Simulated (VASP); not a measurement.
# LiCl in VASP: a series of runs

The runs below take LiCl through single point, with r2SCAN, HSE06.

Everything below comes from runs of VASP 6.6.1. Logs are shortened: lines on timing, memory, paths and dates and some standing lists are left out, and cuts for length are marked.

## (1) The cell of the first run

The structure is tetragonal, space group I-4m2 (No. 119). Conventional cell: a = 3.865 Å, b = 3.865 Å, c = 5.321 Å, α = 90.00°, β = 90.00°, γ = 90.00°. Within 3.1 Å of Li (site symmetry -4m2) lie 4 Cl at 2.35 Å. Cl (site symmetry -4m2) has 4 Li at 2.35 Å within 3.1 Å.

## (2) Single point, r2SCAN (uniaxial x strain -2.7%)

The input, POSCAR:

```
LiCl
1.0
    0.0000000000      2.7330425439      2.7330425439
    2.6603436122      0.0000000000      2.7330425439
    2.6603436122      2.7330425439      0.0000000000
Li Cl
1 1
Direct
    0.0000000000      0.0000000000      0.0000000000
    0.2500000000      0.2500000000      0.2500000000
```

The input, INCAR.step1:

```
SYSTEM = LiCl
ALGO = Normal
EDIFF = 1E-4
ENCUT = 520
GGA = PE
ISMEAR = 0
LASPH = .TRUE.
LCHARG = .FALSE.
LREAL = .FALSE.
LWAVE = .TRUE.
NBANDS = 12
NELM = 100
PREC = Accurate
SIGMA = 0.01
```

The input, INCAR.step2:

```
SYSTEM = LiCl
ALGO = Normal
EDIFF = 1E-6
ENCUT = 520
ISIF = 2
ISMEAR = 0
ISTART = 1
LASPH = .TRUE.
LCHARG = .FALSE.
LMIXTAU = .TRUE.
LREAL = .FALSE.
LWAVE = .FALSE.
METAGGA = R2SCAN
NBANDS = 12
NELM = 100
PREC = Accurate
SIGMA = 0.01
```

The input, KPOINTS:

```
k-points
0
G
  8 8 8
  0 0 0
```

Potentials or basis: VASP PAW PBE potentials, release 64 (Li_sv, Cl).

Launch:

```
cat potpaw_PBE.64/Li_sv/POTCAR potpaw_PBE.64/Cl/POTCAR > POTCAR
cp INCAR.step1 INCAR
mpirun -np 1 vasp_std > vasp.out
cp INCAR.step2 INCAR
mpirun -np 1 vasp_std > vasp.out
```

OUTCAR:

```text
SYSTEM = LiCl
   EDIFF = 1E-6
   ENCUT = 520
   ISIF = 2
   ISMEAR = 0
   ISTART = 1
   LASPH = .TRUE.
   LREAL = .FALSE.
   METAGGA = R2SCAN
   NELM = 100
   PREC = Accurate

 ion  position               nearest neighbor table
   1  0.000  0.000  0.000-   2 2.35   2 2.35   2 2.35   2 2.35
   2  0.250  0.250  0.250-   1 2.35   1 2.35   1 2.35   1 2.35

  LATTYP: Found a body centered tetragonal cell.
 ALAT       =     3.8651058321
 C/A-ratio  =     1.3765954816

  Lattice vectors:

 A1 = (  -2.6603436122,   0.0000000000,  -2.7330425439)
 A2 = (  -2.6603436122,   0.0000000000,   2.7330425439)
 A3 = (   2.6603436122,   2.7330425439,   0.0000000000)

Analysis of symmetry for initial positions (statically):
=====================================================================
 Subroutine PRICEL returns:
 Original cell was already a primitive cell.

 Routine SETGRP: Setting up the symmetry group for a
 body centered tetragonal supercell.

 Subroutine GETGRP returns: Found  8 space group operations
 (whereof  8 operations were pure point group operations)
 out of a pool of 16 trial point group operations.

The static configuration has the point symmetry D_2d.

Analysis of symmetry for dynamics (positions and initial velocities):
=====================================================================
 Subroutine PRICEL returns:
 Original cell was already a primitive cell.

 Routine SETGRP: Setting up the symmetry group for a
 body centered tetragonal supercell.

 Subroutine GETGRP returns: Found  8 space group operations
 (whereof  8 operations were pure point group operations)
 out of a pool of 16 trial point group operations.

The dynamic configuration has the point symmetry D_2d.

 Subroutine INISYM returns: Found  8 space group operations
 (whereof  8 operations are pure point group operations),
 and found     1 'primitive' translations

----------------------------------------------------------------------------------------

                                     Primitive cell

  volume of cell :      39.7430

  direct lattice vectors                    reciprocal lattice vectors
     0.000000000  2.733042544  2.733042544    -0.187945646  0.182946292  0.182946292
     2.660343612  0.000000000  2.733042544     0.187945646 -0.182946292  0.182946292
     2.660343612  2.733042544  0.000000000     0.187945646  0.182946292 -0.182946292

  length of vectors
     3.865105832  3.814046366  3.814046366     0.319784705  0.319784705  0.319784705

  position of ions in fractional coordinates (direct lattice)
     0.000000000  0.000000000  0.000000000
     0.250000000  0.250000000  0.250000000

  ion indices of the primitive-cell ions
   primitive index   ion index
                 1           1
                 2           2

----------------------------------------------------------------------------------------

 KPOINTS: k-points

Automatic generation of k-mesh.
 Grid dimensions read from file:
 generate k-points for:    8    8    8

 Generating k-lattice:

  Cartesian coordinates                     Fractional coordinates (reciprocal lattice)
    -0.023493206  0.022868287  0.022868287     0.125000000  0.000000000  0.000000000
     0.023493206 -0.022868287  0.022868287     0.000000000  0.125000000 -0.000000000
     0.023493206  0.022868287 -0.022868287     0.000000000 -0.000000000  0.125000000

  Length of vectors
     0.039973088  0.039973088  0.039973088

  Shift w.r.t. Gamma in fractional coordinates (k-lattice)
     0.000000000  0.000000000  0.000000000

 Subroutine IBZKPT returns following result:
 ===========================================

 Found     59 irreducible k-points:

 Following reciprocal coordinates:
            Coordinates               Weight
  0.000000  0.000000  0.000000      1.000000
  0.125000  0.000000  0.000000      8.000000
  0.250000  0.000000  0.000000      8.000000
  0.375000 -0.000000 -0.000000      8.000000
  0.500000  0.000000  0.000000      4.000000
  0.125000  0.125000  0.000000      4.000000
[... 16 lines left out ...]
  0.250000  0.125000  0.125000      4.000000
  0.375000  0.125000  0.125000      8.000000
 [... further k-points ...]
   k-points           NKPTS =     59   k-points in BZ     NKDIM =     59   number of bands    NBANDS=     12
   number of dos      NEDOS =    301   number of ions     NIONS =      2
   total plane-waves  NPLWV =  23520
   dimension x,y,z NGX =    30 NGY =   28 NGZ =   28
   dimension x,y,z NGXF=    60 NGYF=   56 NGZF=   56
   ions per type =               1   1
   NGX,Y,Z   is equivalent  to a cutoff of  12.90, 12.20, 12.20 a.u.
   NGXF,Y,Z  is equivalent  to a cutoff of  25.81, 24.41, 24.41 a.u.
 SYSTEM =  LiCl
   PREC   = accura    normal or accurate (medium, high low for compatibility)
   ISTART =      1    job   : 0-new  1-cont  2-samecut
   ICHARG =      0    charge: 1-file 2-atom 10-const
   ISPIN  =      1    spin polarized calculation?
   LNONCOLLINEAR =      F non collinear calculations
   LSORBIT =      F    spin-orbit coupling
   LASPH  =      T    aspherical Exc in radial PAW
   ENCUT  =  520.0 eV  38.22 Ry    6.18 a.u.   7.19  7.09  7.09*2*pi/ulx,y,z
   NELM   =    100;   NELMIN=  2; NELMDL=  0     # of ELM steps
   EDIFF  = 0.1E-05   stopping-criterion for ELM
   LREAL  =      F    real-space projection
   EDIFFG = 0.1E-04   stopping-criterion for IOM
   NSW    =      0    number of steps for IOM
   IBRION =     -1    ionic relax: 0-MD 1-quasi-New 2-CG
   NFREE  =      0    steps in history (QN), initial steepest desc. (CG)
   ISIF   =      2    stress and relaxation
   ISYM   =      2    0-nonsym 1-usesym 2-fastsym
   POTIM  = 0.5000    time-step for ionic-motion
   TEBEG  =    0.0;   TEEND  =   0.0 temperature during run
   PSTRESS=    0.0 pullay stress
   NELECT =      10.0000    total number of electrons
   NUPDOWN=      -1.0000    fix difference up-down
   EMIN   =  10.00;   EMAX   =-10.00  energy-range for DOS
   EFERMI =   0.00;   METHOD = LEGACY
   ISMEAR =     0;   SIGMA  =   0.01  broadening in eV -4-tet -1-fermi 0-gaus
   EFERMI_NEDOS =   21; number of points for ismear=-14 and -15
   IALGO  =     38    algorithm
   IMIX   =      4    mixing-type and parameters
     AMIX     =   0.40;   BMIX     =  1.00
     AMIX_MAG =   1.60;   BMIX_MAG =  1.00
  volume/ion in A,a.u.               =      19.87       134.10
  Fermi-wavevector in a.u.,A,eV,Ry     =   1.033526  1.953081 14.533411  1.068176
  Thomas-Fermi vector in A             =   2.167777
   LORBIT       =      0    0 simple, 1 ext, 2 COOP (PROOUT), +10 PAW based schemes
   METAGGA = R2SCAN    functional components
   LHFCALC =     F    Hartree Fock is set to
   AEXX    =    0.0000 exact exchange contribution
   IVDW    =     0    specifies the selected vdW correction
   LEPSILON=     F    determine dielectric tensor
   LRPA    =     F    only Hartree local field effects (RPA)
 non-spin polarized calculation
 Gauss-broadening in eV      SIGMA  =   0.01
  energy-cutoff  :      520.00
  volume of cell :       39.74
 maximum number of plane-waves:      1092
 NGX is ok and might be reduce to    30
   NGX = 15   NGY = 15   NGZ = 15

 number of electron       9.9999995 magnetization

 Free energy of the ion-electron system (eV)
  ---------------------------------------------------
  ext. energy  EPLUGINS =         0.00000000
  ---------------------------------------------------
  free energy    TOTEN  =       -12.57539384 eV

  energy without entropy =      -12.57539384  energy(sigma->0) =      -12.57539384

 E-fermi :  -1.1919     XC(G=0):  -8.2761

 val. band max:       -1.3671484887   @ k =   0.0000   0.0000   0.0000
 cond. band min:       5.4730727087   @ k =   0.0000   0.0000   0.0000
 fundamental gap:      6.8402211974
 Fermi energy:        -1.1918860101

 k-point     1 :       0.0000    0.0000    0.0000
  band No.  band energies     occupation
      1     -45.4774      2.00000
      2     -14.7600      2.00000
      3      -1.4160      2.00000
      4      -1.4158      2.00000
      5      -1.3671      2.00000
      6       5.4731      0.00000
      7       9.6757      0.00000
      8       9.6767      0.00000
      9       9.7090      0.00000
     10      13.7714      0.00000
     11      14.2005      0.00000
     12      17.2541      0.00000

 k-point     2 :       0.1250    0.0000    0.0000
  band No.  band energies     occupation
      1     -45.4771      2.00000
      2     -14.7158      2.00000
      3      -1.7838      2.00000
      4      -1.4698      2.00000
      5      -1.4258      2.00000
      6       5.8841      0.00000
      7       9.8075      0.00000
      8       9.8507      0.00000
      9       9.9037      0.00000
     10      13.2931      0.00000
     11      13.6288      0.00000
     12      16.3538      0.00000

 k-point     3 :       0.2500    0.0000    0.0000
  band No.  band energies     occupation
      1     -45.4765      2.00000
      2     -14.6050      2.00000
      3      -2.5821      2.00000
      4      -1.5939      2.00000
      5      -1.5258      2.00000
      6       6.7686      0.00000
      7       9.9954      0.00000
      8       9.9964      0.00000
      9      10.1990      0.00000
     10      13.2561      0.00000
     11      13.3777      0.00000
     12      15.8187      0.00000
[... 286 lines left out ...]
 k-point    23 :       0.2500    0.1250    0.1250
  band No.  band energies     occupation
      1     -45.4767      2.00000
      2     -14.6517      2.00000
      3      -2.1639      2.00000
      4      -1.6621      2.00000
      5      -1.4894      2.00000
      6       6.4328      0.00000
      7       9.9653      0.00000
      8      10.0749      0.00000
      9      10.0837      0.00000
     10      12.3635      0.00000
     11      13.7098      0.00000
     12      17.0898      0.00000

 k-point    24 :       0.3750    0.1250    0.1250
  band No.  band energies     occupation
      1     -45.4761      2.00000
      2     -14.5387      2.00000
      3      -2.8116      2.00000
      4      -1.8551      2.00000
      5      -1.6146      2.00000
      6       7.3383      0.00000
      7       9.4964      0.00000
      8      10.2202      0.00000
      9      10.5386      0.00000
     10      12.5275      0.00000
     11      14.6902      0.00000
     12      16.8029      0.00000

 [... further k-points ...]

------------------------ aborting loop because EDIFF is reached ----------------------------------------

  FORCE on cell =-STRESS in cart. coord.  units (eV):
  Direction    XX          YY          ZZ          XY          YZ          ZX
  --------------------------------------------------------------------------------------
  -------------------------------------------------------------------------------------
  Total        0.1768268      0.1067086      0.1067086      0.0000000      0.0000000     -0.0000000
  in kB        7.1284996      4.3017928      4.3017928      0.0000000      0.0000000     -0.0000000
  external PRESSURE =       5.2440284 kB  Pullay stress =       0.0000000 kB

 VOLUME and BASIS-vectors are now :
 -----------------------------------------------------------------------------
  energy-cutoff  :      520.00
  volume of cell :       39.74
      direct lattice vectors                 reciprocal lattice vectors
     0.000000000  2.733042544  2.733042544    -0.187945646  0.182946292  0.182946292
     2.660343612  0.000000000  2.733042544     0.187945646 -0.182946292  0.182946292
     2.660343612  2.733042544  0.000000000     0.187945646  0.182946292 -0.182946292

 POSITION                                       TOTAL-FORCE (eV/Angst)
 -----------------------------------------------------------------------------------
      0.00000      0.00000      0.00000        -0.000000     -0.000000     -0.000000
      1.33017      1.36652      1.36652         0.000000      0.000000      0.000000
 -----------------------------------------------------------------------------------
    total drift:                               -0.000018      0.000002      0.000002

  FREE ENERGIE OF THE ION-ELECTRON SYSTEM (eV)
  ---------------------------------------------------
  free  energy   TOTEN  =       -12.5753938428 eV

  energy  without entropy=      -12.5753938428  energy(sigma->0) =      -12.57539384
```

Run time: 79 s. Hardware: 1 thread of Intel Xeon Platinum 8488C (Sapphire Rapids), shared host; peak memory 0.17 GiB.

What came out:

```
Free energy            : -12.5754 eV
Band gap on the k mesh : 6.84 eV
```

Caveat: the cell differs from its parent crystal (uniaxial x strain -2.7%); the cutoff is under 1.25 times the usual one of these potentials, so pressure, stress and relaxed cells hold a basis-set (Pulay) error; the structure was generated, so it needn't be the stable form of LiCl; the PAW data sets were made with another functional, which shifts forces and pressure a little.

(Continued in part 2 of 2.)
